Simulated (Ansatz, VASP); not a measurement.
# Ge4P in VASP and in Ansatz

```
Ge P
1.0
     0.00000    3.83642    3.83642
     3.83642    0.00000    3.83642
     3.83642    3.83642    0.00000
Ge P
4 1
Direct
  0.87458 0.87458 0.87458
  0.87458 0.87458 0.37627
  0.87458 0.37627 0.87458
  0.37627 0.87458 0.87458
  0.25000 0.25000 0.25000
```

Alike in both runs: functional PBE; k mesh 4 × 4 × 4; occupations gaussian, width 0.1 eV; no spin polarisation.

Ansatz relaxed the structure, and its values are those at the end. VASP's run is a single point on that final structure, the one shown.

|  | VASP | Ansatz |
| --- | --- | --- |
| version | VASP 6.6.1 | Ansatz 0.2.0 |
| potentials or method | VASP PAW PBE potentials, release 64 (Ge_d, P), cutoff 520 eV | scalar-relativistic, plane waves, PAW |
| valence electrons in the cell | 61 | 61 |

```csv
,VASP,Ansatz,Ansatz less VASP
gap on the k mesh at the Fermi level (eV),none,none,-
pressure (GPa),0.2,0.2,-0.03
```

A gap of «none» marks a metal or a gap that the smearing closes.
